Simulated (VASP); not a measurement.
# Hg (Pm-3m) in VASP: further runs, part 3 of 3

VASP 6.6.1. Earlier steps stand in the parts before.

## 4. Single point, PBE (volume scaled by 0.88)

Input file INCAR:

```
SYSTEM = Hg
PREC     = Accurate       ! precision mode
ENCUT    = 500            ! plane-wave cutoff, eV
EDIFF    = 1E-6           ! SCF threshold, eV
ISMEAR   = -1             ! smearing method
SIGMA    = 0.08           ! smearing width, eV
LREAL    = .False.        ! projectors in reciprocal space
LASPH    = .True.         ! aspherical terms in the spheres
NELM     = 120            ! most SCF steps
ALGO     = Normal         ! electronic algorithm
ISIF     = 2              ! what is computed and relaxed
LWAVE    = .False.        ! write WAVECAR
LCHARG   = .False.        ! write CHGCAR
GGA      = PE             ! functional
NBANDS   = 12             ! bands
GGA_COMPAT= .False.
```

Input file KPOINTS:

```
Automatic mesh
0
Gamma
  12 12 12
  0 0 0
```

Input file POSCAR:

```
Hg
1.0
    2.9712652900      0.0000000000      0.0000000000
    0.0000000000      2.9712652900      0.0000000000
    0.0000000000      0.0000000000      2.9712652900
Hg
1
Direct
    0.0000000000      0.0000000000      0.0000000000
```

Potentials or basis: VASP PAW PBE potentials, release 64 (Hg).

The run is started by

```console
$ cat potpaw_PBE.64/Hg/POTCAR > POTCAR
$ mpirun -np 1 vasp_std > vasp.out
```

OUTCAR:

```text
SYSTEM = Hg
   PREC = Accurate
   ENCUT = 500
   EDIFF = 1E-6
   ISMEAR = -1
   LREAL = .False.
   LASPH = .True.
   NELM = 120
   ISIF = 2
   GGA = PE

 ion  position               nearest neighbor table
   1  0.000  0.000  0.000-

  LATTYP: Found a simple cubic cell.
 ALAT       =     2.9712652900

  Lattice vectors:

 A1 = (   2.9712652900,   0.0000000000,   0.0000000000)
 A2 = (   0.0000000000,   2.9712652900,   0.0000000000)
 A3 = (   0.0000000000,   0.0000000000,   2.9712652900)

Analysis of symmetry for initial positions (statically):
=====================================================================
 Subroutine PRICEL returns:
 Original cell was already a primitive cell.

 Routine SETGRP: Setting up the symmetry group for a
 simple cubic supercell.

 Subroutine GETGRP returns: Found 48 space group operations
 (whereof 48 operations were pure point group operations)
 out of a pool of 48 trial point group operations.

The static configuration has the point symmetry O_h .

Analysis of symmetry for dynamics (positions and initial velocities):
=====================================================================
 Subroutine PRICEL returns:
 Original cell was already a primitive cell.

 Routine SETGRP: Setting up the symmetry group for a
 simple cubic supercell.

 Subroutine GETGRP returns: Found 48 space group operations
 (whereof 48 operations were pure point group operations)
 out of a pool of 48 trial point group operations.

The dynamic configuration has the point symmetry O_h .

 Subroutine INISYM returns: Found 48 space group operations
 (whereof 48 operations are pure point group operations),
 and found     1 'primitive' translations

----------------------------------------------------------------------------------------

                                     Primitive cell

  volume of cell :      26.2316

  direct lattice vectors                    reciprocal lattice vectors
     2.971265290  0.000000000  0.000000000     0.336556956  0.000000000  0.000000000
     0.000000000  2.971265290  0.000000000     0.000000000  0.336556956  0.000000000
     0.000000000  0.000000000  2.971265290     0.000000000  0.000000000  0.336556956

  length of vectors
     2.971265290  2.971265290  2.971265290     0.336556956  0.336556956  0.336556956

  position of ions in fractional coordinates (direct lattice)
     0.000000000  0.000000000  0.000000000

  ion indices of the primitive-cell ions
   primitive index   ion index
                 1           1

----------------------------------------------------------------------------------------

 KPOINTS: Automatic mesh

Automatic generation of k-mesh.
 Grid dimensions read from file:
 generate k-points for:   12   12   12

 Generating k-lattice:

  Cartesian coordinates                     Fractional coordinates (reciprocal lattice)
     0.028046413  0.000000000  0.000000000     0.083333333  0.000000000  0.000000000
     0.000000000  0.028046413  0.000000000     0.000000000  0.083333333  0.000000000
     0.000000000  0.000000000  0.028046413     0.000000000  0.000000000  0.083333333

  Length of vectors
     0.028046413  0.028046413  0.028046413

  Shift w.r.t. Gamma in fractional coordinates (k-lattice)
     0.000000000  0.000000000  0.000000000

 Subroutine IBZKPT returns following result:
 ===========================================

 Found     84 irreducible k-points:

 Following reciprocal coordinates:
            Coordinates               Weight
  0.000000  0.000000  0.000000      1.000000
  0.083333  0.000000  0.000000      6.000000
  0.166667  0.000000  0.000000      6.000000
  0.250000  0.000000  0.000000      6.000000
  0.333333  0.000000  0.000000      6.000000
  0.416667  0.000000  0.000000      6.000000
[... 16 lines left out ...]
  0.333333  0.333333  0.000000     12.000000
  0.416667  0.333333  0.000000     24.000000
 [... further k-points ...]
   k-points           NKPTS =     84   k-points in BZ     NKDIM =     84   number of bands    NBANDS=     12
   number of dos      NEDOS =    301   number of ions     NIONS =      1
   total plane-waves  NPLWV =  13824
   dimension x,y,z NGX =    24 NGY =   24 NGZ =   24
   dimension x,y,z NGXF=    48 NGYF=   48 NGZF=   48
   ions per type =               1
   NGX,Y,Z   is equivalent  to a cutoff of  13.43, 13.43, 13.43 a.u.
   NGXF,Y,Z  is equivalent  to a cutoff of  26.86, 26.86, 26.86 a.u.
 SYSTEM =  Hg
   PREC   = accura    normal or accurate (medium, high low for compatibility)
   ISTART =      0    job   : 0-new  1-cont  2-samecut
   ICHARG =      2    charge: 1-file 2-atom 10-const
   ISPIN  =      1    spin polarized calculation?
   LNONCOLLINEAR =      F non collinear calculations
   LSORBIT =      F    spin-orbit coupling
   LASPH  =      T    aspherical Exc in radial PAW
   ENCUT  =  500.0 eV  36.75 Ry    6.06 a.u.   5.42  5.42  5.42*2*pi/ulx,y,z
   NELM   =    120;   NELMIN=  2; NELMDL= -5     # of ELM steps
   EDIFF  = 0.1E-05   stopping-criterion for ELM
   LREAL  =      F    real-space projection
   EDIFFG = 0.1E-04   stopping-criterion for IOM
   NSW    =      0    number of steps for IOM
   IBRION =     -1    ionic relax: 0-MD 1-quasi-New 2-CG
   NFREE  =      0    steps in history (QN), initial steepest desc. (CG)
   ISIF   =      2    stress and relaxation
   ISYM   =      2    0-nonsym 1-usesym 2-fastsym
   POTIM  = 0.5000    time-step for ionic-motion
   TEBEG  =    0.0;   TEEND  =   0.0 temperature during run
   PSTRESS=    0.0 pullay stress
   NELECT =      12.0000    total number of electrons
   NUPDOWN=      -1.0000    fix difference up-down
   EMIN   =  10.00;   EMAX   =-10.00  energy-range for DOS
   EFERMI =   0.00;   METHOD = LEGACY
   ISMEAR =    -1;   SIGMA  =   0.08  broadening in eV -4-tet -1-fermi 0-gaus
   EFERMI_NEDOS =   21; number of points for ismear=-14 and -15
   IALGO  =     38    algorithm
   IMIX   =      4    mixing-type and parameters
     AMIX     =   0.40;   BMIX     =  1.00
     AMIX_MAG =   1.60;   BMIX_MAG =  1.00
  volume/ion in A,a.u.               =      26.23       177.02
  Fermi-wavevector in a.u.,A,eV,Ry     =   1.261422  2.383742 21.649401  1.591186
  Thomas-Fermi vector in A             =   2.394882
   LORBIT       =      0    0 simple, 1 ext, 2 COOP (PROOUT), +10 PAW based schemes
   GGA     = PE    functional components
   LHFCALC =     F    Hartree Fock is set to
   AEXX    =    0.0000 exact exchange contribution
   IVDW    =     0    specifies the selected vdW correction
   LEPSILON=     F    determine dielectric tensor
   LRPA    =     F    only Hartree local field effects (RPA)
 non-spin polarized calculation
  energy-cutoff  :      500.00
  volume of cell :       26.23
 maximum number of plane-waves:       691
 NGX is ok and might be reduce to    24
   NGX = 11   NGY = 11   NGZ = 11

 number of electron      11.9999996 magnetization

 Free energy of the ion-electron system (eV)
  ---------------------------------------------------
  ext. energy  EPLUGINS =         0.00000000
  ---------------------------------------------------
  free energy    TOTEN  =        -0.12843209 eV

  energy without entropy =       -0.12203414  energy(sigma->0) =       -0.12523312

 E-fermi :   2.1114     XC(G=0): -10.1920

 val. band max:        2.0608323552   @ k =   0.5000   0.4167   0.1667
 cond. band min:       2.1472622729   @ k =   0.4167   0.0833   0.0833
 fundamental gap:      0.0864299177
 Fermi energy:         2.1114020090

 k-point     1 :       0.0000    0.0000    0.0000
  band No.  band energies     occupation
      1      -6.4555      2.00000
      2      -6.0525      2.00000
      3      -6.0525      2.00000
      4      -3.8413      2.00000
      5      -3.8413      2.00000
      6      -3.8413      2.00000
      7      12.2962      0.00000
      8      12.2962      0.00000
      9      12.2962      0.00000
     10      15.8500      0.00000
     11      17.7000      0.00000
     12      17.7000      0.00000
[... 331 lines left out ...]
 k-point    24 :       0.4167    0.3333    0.0000
  band No.  band energies     occupation
      1      -5.6430      2.00000
      2      -5.4851      2.00000
      3      -4.4133      2.00000
      4      -4.2785      2.00000
      5      -3.9396      2.00000
      6      -0.4178      2.00000
      7       3.7923      0.00000
      8       7.1105      0.00000
      9      11.7570      0.00000
     10      18.6889      0.00000
     11      18.8189      0.00000
     12      20.7653      0.00000

 [... further k-points ...]

------------------------ aborting loop because EDIFF is reached ----------------------------------------

  FORCE on cell =-STRESS in cart. coord.  units (eV):
  Direction    XX          YY          ZZ          XY          YZ          ZX
  --------------------------------------------------------------------------------------
  -------------------------------------------------------------------------------------
  Total        0.6035610      0.6035610      0.6035610      0.0000000      0.0000000     -0.0000000
  in kB       36.8644259     36.8644259     36.8644259      0.0000000      0.0000000     -0.0000000
  external PRESSURE =      36.8644259 kB  Pullay stress =       0.0000000 kB

 VOLUME and BASIS-vectors are now :
 -----------------------------------------------------------------------------
  energy-cutoff  :      500.00
  volume of cell :       26.23
      direct lattice vectors                 reciprocal lattice vectors
     2.971265290  0.000000000  0.000000000     0.336556956  0.000000000  0.000000000
     0.000000000  2.971265290  0.000000000     0.000000000  0.336556956  0.000000000
     0.000000000  0.000000000  2.971265290     0.000000000  0.000000000  0.336556956

 POSITION                                       TOTAL-FORCE (eV/Angst)
 -----------------------------------------------------------------------------------
      0.00000      0.00000      0.00000         0.000000      0.000000      0.000000
 -----------------------------------------------------------------------------------
    total drift:                                0.000000      0.000000      0.000000

  FREE ENERGIE OF THE ION-ELECTRON SYSTEM (eV)
  ---------------------------------------------------
  free  energy   TOTEN  =        -0.1284320919 eV

  energy  without entropy=       -0.1220341437  energy(sigma->0) =       -0.12523312
```

Wall time 18 s (1 thread of Intel Xeon 8259CL, shared host); peak memory 0.16 GiB.

What came out:

- Free energy: -0.1284 eV
- Pressure: 3.7 GPa
- Band gap on the k mesh: zero (band 6 reaches 6.94 eV, above the bottom of band 7 at 0.27 eV)

Caveat: spin-orbit coupling is left out, which moves the levels of the heavy elements.

## 5. Summary

```tsv
cell	gap on the mesh (eV)	pressure (GPa)
a = 2.727 Å, 1 atom	none	29.0
a = 2.854 Å, 1 atom	none	11.5
a = 2.971 Å, 1 atom	none	3.7
```

Alike in all rows: task single point; level PBE; potentials or basis VASP PAW PBE potentials, release 64 (Hg); no spin polarisation; k mesh 12 × 12 × 12; cutoff (eV) 500; smearing fermi-dirac 0.08 eV.

Caveats: spin-orbit coupling is left out, which moves the levels of the heavy elements.

Total energies depend on the potentials used, so only differences within one code and one set of settings carry meaning.
